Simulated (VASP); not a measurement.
# Te (P3_121) in VASP: further runs

Te is run at these levels: BLYP; tasks: single point.

Everything below comes from runs of VASP 6.6.1. Logs are shortened: lines on timing, memory, paths and dates and some standing lists are left out, and cuts for length are marked.

## 1. The cell of the first run

Symmetry: P3_121, No. 152, trigonal system. Conventional cell: a = 5.312 Å, b = 5.312 Å, c = 5.904 Å, α = 90.00°, β = 90.00°, γ = 120.00°. Within 3.7 Å of Te (site symmetry 2) lie 2 Te at 2.83 Å.

## 2. Single point, BLYP (48.09 Å³/atom)

Input file INCAR:

```
SYSTEM = Te
  PREC = Accurate
  ENCUT = 520
  EDIFF = 1E-7
  ISMEAR = -1
  SIGMA = 0.05
  LREAL = .False.
  LASPH = .True.
  NELM = 80
  ALGO = Normal
  ISIF = 2
  LWAVE = .False.
  LCHARG = .False.
  GGA = B5
  ALDAX = 1.0
  AGGAX = 1.0
  AGGAC = 1.0
  ALDAC = 0.0
  NBANDS = 16
```

Input file KPOINTS:

```
regular mesh
0
Gamma
  7 7 5
  0 0 0
```

Input file POSCAR:

```
Te
1.0
    5.3122073948      0.0000000000      0.0000000000
   -2.6561036974      4.6005065541      0.0000000000
    0.0000000000      0.0000000000      5.9038390269
Te
3
Direct
    0.2204697237      0.0000000000      0.3333333333
    1.0000000000      0.2204697237      0.6666666667
    0.7795302763      0.7795302763      0.0000000000
```

Potentials or basis: VASP PAW PBE potentials, release 64 (Te).

Started as:

```console
$ cat potpaw_PBE.64/Te/POTCAR > POTCAR
$ mpirun -np 1 vasp_std > vasp.out
```

OUTCAR:

```text
SYSTEM = Te
   PREC = Accurate
   ENCUT = 520
   EDIFF = 1E-7
   ISMEAR = -1
   LREAL = .False.
   LASPH = .True.
   NELM = 80
   ISIF = 2
   GGA = B5

 ion  position               nearest neighbor table
   1  0.220  0.000  0.333-   3 2.83   2 2.83
   2  0.000  0.220  0.667-   3 2.83   1 2.83
   3  0.780  0.780  0.000-   1 2.83   2 2.83

  LATTYP: Found a hexagonal cell.
 ALAT       =     5.3122073948
 C/A-ratio  =     1.1113720885

  Lattice vectors:

 A1 = (   5.3122073948,   0.0000000000,   0.0000000000)
 A2 = (  -2.6561036974,   4.6005065541,   0.0000000000)
 A3 = (   0.0000000000,   0.0000000000,   5.9038390269)

Analysis of symmetry for initial positions (statically):
=====================================================================
 Subroutine PRICEL returns:
 Original cell was already a primitive cell.

 Routine SETGRP: Setting up the symmetry group for a
 hexagonal supercell.

 Subroutine GETGRP returns: Found  6 space group operations
 (whereof  2 operations were pure point group operations)
 out of a pool of 24 trial point group operations.

The static configuration has the point symmetry C_2 .
 The point group associated with its full space group is D_3 .

Analysis of symmetry for dynamics (positions and initial velocities):
=====================================================================
 Subroutine PRICEL returns:
 Original cell was already a primitive cell.

 Routine SETGRP: Setting up the symmetry group for a
 hexagonal supercell.

 Subroutine GETGRP returns: Found  6 space group operations
 (whereof  2 operations were pure point group operations)
 out of a pool of 24 trial point group operations.

The dynamic configuration has the point symmetry C_2 .
 The point group associated with its full space group is D_3 .

 Subroutine INISYM returns: Found  6 space group operations
 (whereof  2 operations are pure point group operations),
 and found     1 'primitive' translations

----------------------------------------------------------------------------------------

                                     Primitive cell

  volume of cell :     144.2830

  direct lattice vectors                    reciprocal lattice vectors
     5.312207395  0.000000000  0.000000000     0.188245662  0.108683684  0.000000000
    -2.656103697  4.600506554  0.000000000     0.000000000  0.217367368  0.000000000
     0.000000000  0.000000000  5.903839027     0.000000000  0.000000000  0.169381312

  length of vectors
     5.312207395  5.312207395  5.903839027     0.217367368  0.217367368  0.169381312

  position of ions in fractional coordinates (direct lattice)
     0.220469724  0.000000000  0.333333333
     1.000000000  0.220469724  0.666666667
     0.779530276  0.779530276  0.000000000

  ion indices of the primitive-cell ions
   primitive index   ion index
                 1           1
                 2           2
                 3           3

----------------------------------------------------------------------------------------

 KPOINTS: regular mesh

Automatic generation of k-mesh.
 Grid dimensions read from file:
 generate k-points for:    7    7    5

 Generating k-lattice:

  Cartesian coordinates                     Fractional coordinates (reciprocal lattice)
     0.026892237  0.015526241  0.000000000     0.142857143  0.000000000  0.000000000
     0.000000000  0.031052481  0.000000000     0.000000000  0.142857143  0.000000000
     0.000000000  0.000000000  0.033876262     0.000000000  0.000000000  0.200000000

  Length of vectors
     0.031052481  0.031052481  0.033876262

  Shift w.r.t. Gamma in fractional coordinates (k-lattice)
     0.000000000  0.000000000  0.000000000

 Subroutine IBZKPT returns following result:
 ===========================================

 Found     32 irreducible k-points:

 Following reciprocal coordinates:
            Coordinates               Weight
  0.000000  0.000000  0.000000      1.000000
  0.142857  0.000000  0.000000      6.000000
  0.285714  0.000000  0.000000      6.000000
  0.428571  0.000000  0.000000      6.000000
  0.142857  0.142857  0.000000      6.000000
  0.285714  0.142857  0.000000     12.000000
[... 16 lines left out ...]
  0.000000  0.142857  0.400000      6.000000
  0.285714  0.000000  0.400000      6.000000
 [... further k-points ...]
   k-points           NKPTS =     32   k-points in BZ     NKDIM =     32   number of bands    NBANDS=     16
   number of dos      NEDOS =    301   number of ions     NIONS =      3
   total plane-waves  NPLWV =  76800
   dimension x,y,z NGX =    40 NGY =   40 NGZ =   48
   dimension x,y,z NGXF=    80 NGYF=   80 NGZF=   96
   ions per type =               3
   NGX,Y,Z   is equivalent  to a cutoff of  12.52, 12.52, 13.52 a.u.
   NGXF,Y,Z  is equivalent  to a cutoff of  25.04, 25.04, 27.03 a.u.
 SYSTEM =  Te
   PREC   = accura    normal or accurate (medium, high low for compatibility)
   ISTART =      0    job   : 0-new  1-cont  2-samecut
   ICHARG =      2    charge: 1-file 2-atom 10-const
   ISPIN  =      1    spin polarized calculation?
   LNONCOLLINEAR =      F non collinear calculations
   LSORBIT =      F    spin-orbit coupling
   LASPH  =      T    aspherical Exc in radial PAW
   ENCUT  =  520.0 eV  38.22 Ry    6.18 a.u.   9.88  9.88 10.98*2*pi/ulx,y,z
   NELM   =     80;   NELMIN=  2; NELMDL= -5     # of ELM steps
   EDIFF  = 0.1E-06   stopping-criterion for ELM
   LREAL  =      F    real-space projection
   EDIFFG = 0.1E-05   stopping-criterion for IOM
   NSW    =      0    number of steps for IOM
   IBRION =     -1    ionic relax: 0-MD 1-quasi-New 2-CG
   NFREE  =      0    steps in history (QN), initial steepest desc. (CG)
   ISIF   =      2    stress and relaxation
   ISYM   =      2    0-nonsym 1-usesym 2-fastsym
   POTIM  = 0.5000    time-step for ionic-motion
   TEBEG  =    0.0;   TEEND  =   0.0 temperature during run
   PSTRESS=    0.0 pullay stress
   NELECT =      18.0000    total number of electrons
   NUPDOWN=      -1.0000    fix difference up-down
   EMIN   =  10.00;   EMAX   =-10.00  energy-range for DOS
   EFERMI =   0.00;   METHOD = LEGACY
   ISMEAR =    -1;   SIGMA  =   0.05  broadening in eV -4-tet -1-fermi 0-gaus
   EFERMI_NEDOS =   21; number of points for ismear=-14 and -15
   IALGO  =     38    algorithm
   IMIX   =      4    mixing-type and parameters
     AMIX     =   0.40;   BMIX     =  1.00
     AMIX_MAG =   1.60;   BMIX_MAG =  1.00
  volume/ion in A,a.u.               =      48.09       324.56
  Fermi-wavevector in a.u.,A,eV,Ry     =   0.818014  1.545822  9.104291  0.669146
  Thomas-Fermi vector in A             =   1.928565
   LORBIT       =      0    0 simple, 1 ext, 2 COOP (PROOUT), +10 PAW based schemes
   GGA     = B5    functional components
   LHFCALC =     F    Hartree Fock is set to
   AEXX    =    0.0000 exact exchange contribution
   IVDW    =     0    specifies the selected vdW correction
   LEPSILON=     F    determine dielectric tensor
   LRPA    =     F    only Hartree local field effects (RPA)
 non-spin polarized calculation
  energy-cutoff  :      520.00
  volume of cell :      144.28
 maximum number of plane-waves:      3901
   NGX = 19   NGY = 19   NGZ = 21

 number of electron      17.9999999 magnetization

 Free energy of the ion-electron system (eV)
  ---------------------------------------------------
  ext. energy  EPLUGINS =         0.00000000
  ---------------------------------------------------
  free energy    TOTEN  =        -7.78919564 eV

  energy without entropy =       -7.78919373  energy(sigma->0) =       -7.78919468

 E-fermi :   3.1440     XC(G=0):  -6.9507

 val. band max:        2.5853410113   @ k =   0.0000   0.4286   0.4000
 cond. band min:       3.7241111685   @ k =   0.2857   0.2857   0.4000
 fundamental gap:      1.1387701571
 Fermi energy:         3.1439988837

 k-point     1 :       0.0000    0.0000    0.0000
  band No.  band energies     occupation
      1      -9.7549      2.00000
      2      -7.0287      2.00000
      3      -7.0287      2.00000
      4      -0.2677      2.00000
      5      -0.2677      2.00000
      6       0.0651      2.00000
[... 8 lines left out ...]
     15       8.2734      0.00000
     16       9.4862      0.00000

 k-point     2 :       0.1429    0.0000    0.0000
  band No.  band energies     occupation
      1      -9.7175      2.00000
      2      -7.0673      2.00000
      3      -7.0296      2.00000
      4      -0.4677      2.00000
      5      -0.3799      2.00000
      6       0.1129      2.00000
[... 8 lines left out ...]
     15       8.5642      0.00000
     16       9.4669      0.00000

 k-point     3 :       0.2857    0.0000    0.0000
  band No.  band energies     occupation
      1      -9.6274      2.00000
      2      -7.1635      2.00000
      3      -7.0314      2.00000
      4      -0.7353      2.00000
      5      -0.5620      2.00000
      6       0.1658      2.00000
[... 8 lines left out ...]
     15       9.2877      0.00000
     16       9.8912      0.00000

 k-point     4 :       0.4286    0.0000    0.0000
  band No.  band energies     occupation
      1      -9.5482      2.00000
      2      -7.2512      2.00000
      3      -7.0326      2.00000
      4      -0.8549      2.00000
      5      -0.6822      2.00000
      6       0.2813      2.00000
[... 8 lines left out ...]
     15       9.9925      0.00000
     16      10.3949      0.00000
[... 324 lines left out ...]
 k-point    22 :       0.1429    0.0000    0.4000
  band No.  band energies     occupation
      1      -9.2144      2.00000
      2      -8.6206      2.00000
      3      -5.8422      2.00000
      4      -0.9288      2.00000
      5      -0.1017      2.00000
      6       0.1272      2.00000
[... 8 lines left out ...]
     15       9.1789      0.00000
     16       9.2491      0.00000

 k-point    23 :       0.0000    0.1429    0.4000
  band No.  band energies     occupation
      1      -9.2138      2.00000
      2      -8.6217      2.00000
      3      -5.8403      2.00000
      4      -0.9375      2.00000
      5      -0.1258      2.00000
      6       0.1211      2.00000
[... 8 lines left out ...]
     15       8.9031      0.00000
     16       9.4203      0.00000

 k-point    24 :       0.2857    0.0000    0.4000
  band No.  band energies     occupation
      1      -9.1407      2.00000
      2      -8.5656      2.00000
      3      -6.0283      2.00000
      4      -1.1110      2.00000
      5      -0.3785      2.00000
      6      -0.0456      2.00000
[... 8 lines left out ...]
     15       9.1573      0.00000
     16       9.4377      0.00000

 [... further k-points ...]
[... 5 lines left out ...]
  --------------------------------------------------------------------------------------
  -------------------------------------------------------------------------------------
  Total        0.1129134      0.1129134      0.1932671      0.0000000      0.0000000      0.0000000
  in kB        1.2538369      1.2538369      2.1461163      0.0000000      0.0000000      0.0000000
  external PRESSURE =       1.5512634 kB  Pullay stress =       0.0000000 kB

 VOLUME and BASIS-vectors are now :
 -----------------------------------------------------------------------------
  energy-cutoff  :      520.00
  volume of cell :      144.28
      direct lattice vectors                 reciprocal lattice vectors
     5.312207395  0.000000000  0.000000000     0.188245662  0.108683684  0.000000000
    -2.656103697  4.600506554  0.000000000     0.000000000  0.217367368  0.000000000
     0.000000000  0.000000000  5.903839027     0.000000000  0.000000000  0.169381312

 POSITION                                       TOTAL-FORCE (eV/Angst)
 -----------------------------------------------------------------------------------
      1.17118      0.00000      1.96795         0.071393     -0.000000     -0.000000
     -0.58559      1.01427      3.93589        -0.035697      0.061828     -0.000000
      2.07051      3.58623      0.00000        -0.035697     -0.061828      0.000000
 -----------------------------------------------------------------------------------
    total drift:                               -0.000000     -0.000000      0.000000

  FREE ENERGIE OF THE ION-ELECTRON SYSTEM (eV)
  ---------------------------------------------------
  free  energy   TOTEN  =        -7.7891956414 eV

  energy  without entropy=       -7.7891937275  energy(sigma->0) =       -7.78919468
```

Wall time 59 s (1 thread of Intel Xeon 6975P-C (Granite Rapids), shared host); peak memory 0.28 GiB.

What came out:

```
Free energy            : -7.7892 eV
Pressure               : 0.2 GPa
Largest force          : 0.071 eV/Å
Band gap on the k mesh : 1.14 eV (least direct gap 1.22 eV)
```

Forces in eV/Å, atoms in the order of the input:
```
Te   0.071  0.000  0.000
Te  -0.036  0.062  0.000
Te  -0.036 -0.062  0.000
```

Caveat: the PAW data sets were made with another functional, which shifts forces and pressure a little; spin-orbit coupling is left out, which moves the levels of the heavy elements.

## 3. Single point, BLYP (50.02 Å³/atom)

This run uses another cell than the first one, of 50.02 Å³/atom.

Input file INCAR:

```
PREC = Accurate ; ENCUT = 520
EDIFF = 1E-7 ; ISMEAR = -1
SIGMA = 0.05 ; LREAL = F
LASPH = T ; NELM = 100
ALGO = Normal ; ISIF = 2
LWAVE = F ; LCHARG = F
GGA = B5 ; ALDAX = 1.0
AGGAX = 1.0 ; AGGAC = 1.0
ALDAC = 0.0 ; NBANDS = 16
```

Input file KPOINTS:

```
Automatic mesh
0
Gamma
  7 7 5
```

Input file POSCAR:

```
Te
1.0
    5.3821128771      0.0000000000      0.0000000000
   -2.6910564386      4.6610464776      0.0000000000
    0.0000000000      0.0000000000      5.9815300287
Te
3
Direct
    0.2204697237      0.0000000000      0.3333333333
    1.0000000000      0.2204697237      0.6666666667
    0.7795302763      0.7795302763      0.0000000000
```

Potentials or basis: VASP PAW PBE potentials, release 64 (Te).

Started as:

```console
$ cat potpaw_PBE.64/Te/POTCAR > POTCAR
$ mpirun -np 1 vasp_std > vasp.out
```

OUTCAR:

```text
PREC = Accurate
   ENCUT = 520
   EDIFF = 1E-7
   ISMEAR = -1
   LREAL = F
   LASPH = T
   NELM = 100
   ISIF = 2
   GGA = B5

 ion  position               nearest neighbor table
   1  0.220  0.000  0.333-   3 2.86   2 2.86
   2  0.000  0.220  0.667-   3 2.86   1 2.86
   3  0.780  0.780  0.000-   1 2.86   2 2.86

  LATTYP: Found a hexagonal cell.
 ALAT       =     5.3821128771
 C/A-ratio  =     1.1113720885

  Lattice vectors:

 A1 = (   5.3821128771,   0.0000000000,   0.0000000000)
 A2 = (  -2.6910564386,   4.6610464776,   0.0000000000)
 A3 = (   0.0000000000,   0.0000000000,   5.9815300287)

Analysis of symmetry for initial positions (statically):
=====================================================================
 Subroutine PRICEL returns:
 Original cell was already a primitive cell.

 Routine SETGRP: Setting up the symmetry group for a
 hexagonal supercell.

 Subroutine GETGRP returns: Found  6 space group operations
 (whereof  2 operations were pure point group operations)
 out of a pool of 24 trial point group operations.

The static configuration has the point symmetry C_2 .
[... 158 lines left out ...]
  ext. energy  EPLUGINS =         0.00000000
  ---------------------------------------------------
  free energy    TOTEN  =        -7.77743205 eV

  energy without entropy =       -7.77742902  energy(sigma->0) =       -7.77743054

 E-fermi :   2.7717     XC(G=0):  -6.8095

 val. band max:        2.2322540289   @ k =   0.0000   0.4286   0.4000
 cond. band min:       3.3243857338   @ k =   0.2857   0.2857   0.4000
 fundamental gap:      1.0921317049
 Fermi energy:         2.7716506889

 k-point     1 :       0.0000    0.0000    0.0000
  band No.  band energies     occupation
      1      -9.8876      2.00000
      2      -7.3282      2.00000
      3      -7.3282      2.00000
      4      -0.5224      2.00000
      5      -0.5224      2.00000
      6      -0.1631      2.00000
[... 433 lines left out ...]
      3      -6.4014      2.00000
      4      -1.2960      2.00000
      5      -0.5982      2.00000
      6      -0.2849      2.00000
[... 8 lines left out ...]
     15       8.7526      0.00000
     16       9.0701      0.00000

 [... further k-points ...]
[... 5 lines left out ...]
  --------------------------------------------------------------------------------------
  -------------------------------------------------------------------------------------
  Total       -0.5834681     -0.5834681     -1.0257468      0.0000000     -0.0000000      0.0000000
  in kB       -6.2298724     -6.2298724    -10.9522215      0.0000000     -0.0000000      0.0000000
  external PRESSURE =      -7.8039888 kB  Pullay stress =       0.0000000 kB

 VOLUME and BASIS-vectors are now :
 -----------------------------------------------------------------------------
  energy-cutoff  :      520.00
  volume of cell :      150.05
      direct lattice vectors                 reciprocal lattice vectors
     5.382112877  0.000000000  0.000000000     0.185800637  0.107272048  0.000000000
    -2.691056439  4.661046478  0.000000000     0.000000000  0.214544095  0.000000000
     0.000000000  0.000000000  5.981530029     0.000000000  0.000000000  0.167181306

 POSITION                                       TOTAL-FORCE (eV/Angst)
 -----------------------------------------------------------------------------------
      1.18659      0.00000      1.99384        -0.226385     -0.000000     -0.000000
     -0.59330      1.02762      3.98769         0.113192     -0.196055      0.000000
      2.09776      3.63343      0.00000         0.113192      0.196055      0.000000
 -----------------------------------------------------------------------------------
    total drift:                                0.000000     -0.000000      0.000000

  FREE ENERGIE OF THE ION-ELECTRON SYSTEM (eV)
  ---------------------------------------------------
  free  energy   TOTEN  =        -7.7774320518 eV

  energy  without entropy=       -7.7774290190  energy(sigma->0) =       -7.77743054
```

OSZICAR:

```text
N       E                     dE             d eps       ncg     rms          rms(c)
DAV:   1     0.779005562976E+02    0.77901E+02   -0.60353E+03  1024   0.855E+02
DAV:   2    -0.212611704987E+01   -0.80027E+02   -0.75839E+02  1344   0.128E+02
DAV:   3    -0.772602470886E+01   -0.55999E+01   -0.55824E+01  1264   0.390E+01
DAV:   4    -0.785793571609E+01   -0.13191E+00   -0.13190E+00  1632   0.674E+00
DAV:   5    -0.785889935862E+01   -0.96364E-03   -0.96364E-03  1384   0.582E-01    0.748E+00
DAV:   6    -0.779549554490E+01    0.63404E-01   -0.43876E-02  1296   0.114E+00    0.492E+00
DAV:   7    -0.777926554341E+01    0.16230E-01   -0.10697E-01  1192   0.179E+00    0.350E-01
DAV:   8    -0.777714990167E+01    0.21156E-02   -0.13965E-02  1216   0.632E-01    0.223E-01
DAV:   9    -0.777729138271E+01   -0.14148E-03   -0.44045E-04  1440   0.131E-01    0.857E-02
DAV:  10    -0.777742804618E+01   -0.13666E-03   -0.13934E-04  1208   0.889E-02    0.105E-02
DAV:  11    -0.777743113846E+01   -0.30923E-05   -0.63347E-06  1656   0.163E-02    0.600E-03
DAV:  12    -0.777743204391E+01   -0.90544E-06   -0.19299E-06  1208   0.980E-03    0.198E-03
DAV:  13    -0.777743205185E+01   -0.79418E-08   -0.22165E-08  1216   0.108E-03
   1 F= -.77774321E+01 E0= -.77774305E+01  d E =-.303288E-05
```

Run time: 60 s. Hardware: 1 thread of Intel Xeon 6975P-C (Granite Rapids), shared host; peak memory 0.28 GiB.

Results:

```yaml
Free_energy: -7.7774 eV
Pressure: -0.8 GPa
Largest_force: 0.226 eV/Å
Band_gap_on_the_k_mesh: 1.09 eV (least direct gap 1.16 eV)
```

Forces on the atoms (eV/Å):
```
Te  -0.226  0.000  0.000
Te   0.113 -0.196  0.000
Te   0.113  0.196  0.000
```

Levels at points of the mesh, in eV from the valence-band top:
```
           k point  band 7  band 8  band 9  band 10  band 11  band 12
(0.00, 0.00, 0.00)   -1.14   -1.14   -0.15     1.49     1.49     1.85
```

Caveat: the PAW data sets were made with another functional, which shifts forces and pressure a little; spin-orbit coupling is left out, which moves the levels of the heavy elements. A k mesh can miss the band edges.

(Part 1 of 2 ends here.)
